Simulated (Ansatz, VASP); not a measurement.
Two plane-wave programs on HfN

The input POSCAR:

```
HfN
1.0
    3.4332100000      0.0000000000      0.0000000000
   -1.7166000000      2.9732400000      0.0000000000
    0.0000000000      0.0000000000      3.9698200000
Hf N
1 1
Direct
    0.0000000000      0.0000000000      0.5000000000
    0.0000000000      0.0000000000      0.0000000000
```

The input INCAR.step1:

```
SYSTEM = HfN
PREC     = Accurate       ! precision mode
ENCUT    = 520            ! plane-wave cutoff, eV
EDIFF    = 1E-5           ! SCF threshold, eV
ISMEAR   = -1             ! smearing method
SIGMA    = 0.05           ! smearing width, eV
LREAL    = .False.        ! projectors in reciprocal space
LASPH    = .True.         ! aspherical terms in the spheres
NELM     = 80             ! most SCF steps
ALGO     = Normal         ! electronic algorithm
ISIF     = 2              ! what is computed and relaxed
LWAVE    = .True.         ! write WAVECAR
LCHARG   = .False.        ! write CHGCAR
NBANDS   = 14             ! bands
GGA      = PE             ! functional
```

The input INCAR.step2:

```
SYSTEM = HfN
PREC     = Accurate       ! precision mode
ENCUT    = 520            ! plane-wave cutoff, eV
EDIFF    = 1E-7           ! SCF threshold, eV
ISMEAR   = -1             ! smearing method
SIGMA    = 0.05           ! smearing width, eV
LREAL    = .False.        ! projectors in reciprocal space
LASPH    = .True.         ! aspherical terms in the spheres
NELM     = 80             ! most SCF steps
ALGO     = Normal         ! electronic algorithm
ISIF     = 2              ! what is computed and relaxed
LWAVE    = .False.        ! write WAVECAR
LCHARG   = .False.        ! write CHGCAR
GGA      = PS             ! functional
LHFCALC  = .True.         ! exact exchange
AEXX     = 0.25           ! exact-exchange fraction
HFSCREEN = 0.207          ! screening, 1/A
PRECFOCK = Normal       
NBANDS   = 14             ! bands
ISTART   = 1
```

The input KPOINTS:

```
regular mesh
0
Gamma
  5 5 4
  0 0 0
```

The input input:

```
crystal:
  lattice:
    - [3.43321, 0.0, 0.0]
    - [-1.7166, 2.97324, 0.0]
    - [0.0, 0.0, 3.96982]
  atoms:
    - { symbol: Hf, position: [0.0, 0.0, 0.5] }
    - { symbol: "N", position: [0.0, 0.0, 0.0] }
hamiltonian:
  xc:
    exchange: hjs_pbesol
    correlation: pbesol
    exx: { coeff: 0.25, omega: 0.207 }
  pseudopotentials: { kind: paw }
kpoints:
  mp_grid: { grid: [5, 5, 4] }
  band_path:
    path:
      - [[0.0, 0.0, 0.0], [0.5, 0.0, 0.0], [0.3333333333, 0.3333333333, 0.0], [0.0, 0.0, 0.0], [0.0, 0.0, 0.5], [0.5, 0.0, 0.5], [0.3333333333, 0.3333333333, 0.5], [0.0, 0.0, 0.5]]
      - [[0.5, 0.0, 0.5], [0.5, 0.0, 0.0]]
      - [[0.3333333333, 0.3333333333, 0.0], [0.3333333333, 0.3333333333, 0.5]]
    npoints: 4
scf:
  occupations: { method: fermi_dirac, width: 0.05 }
  n_extra_bands: 6
output:
  forces: true
  stress: true
  eigenvalues: true
  fatbands: false
  write_density: true
  write_potential: true
  elf: true
  volumetric_format: npy
```

Alike in both runs: functional PBEsol-based screened hybrid with a share of 0.25 of exact exchange and HFSCREEN = 0.207; k mesh 5 × 5 × 4; occupations fermi-dirac, width 0.05 eV; no spin polarisation.

|  | VASP | Ansatz |
| --- | --- | --- |
| version | VASP 6.6.1 | Ansatz 0.2.0 |
| potentials or method | VASP PAW PBE potentials, release 64 (Hf_pv, N) | Ansatz PAW |
| plane-wave cutoff (eV) | 520 | 420 |
| valence electrons in the cell | 15 | 31 |
| task | single point | band structure |

```tsv
	VASP	Ansatz	Ansatz less VASP
gap on the k mesh at the Fermi level (eV)	none	none	-
pressure (GPa)	-3.7	-3.2	+0.48
traceless stress, the component that is largest in VASP (GPa)	-9.04	-9.26	-0.225
```

VASP's potentials were made for PBE, not for PBEsol-based screened hybrid. A gap of «none» marks a metal or a gap that the smearing closes. VASP's potentials hold 15 valence electrons a cell and Ansatz's 31, so a difference there can come from the potentials and not from the codes.

The k mesh is coarse, so the values compare programs but aren't converged. Neither program's run includes spin-orbit coupling.
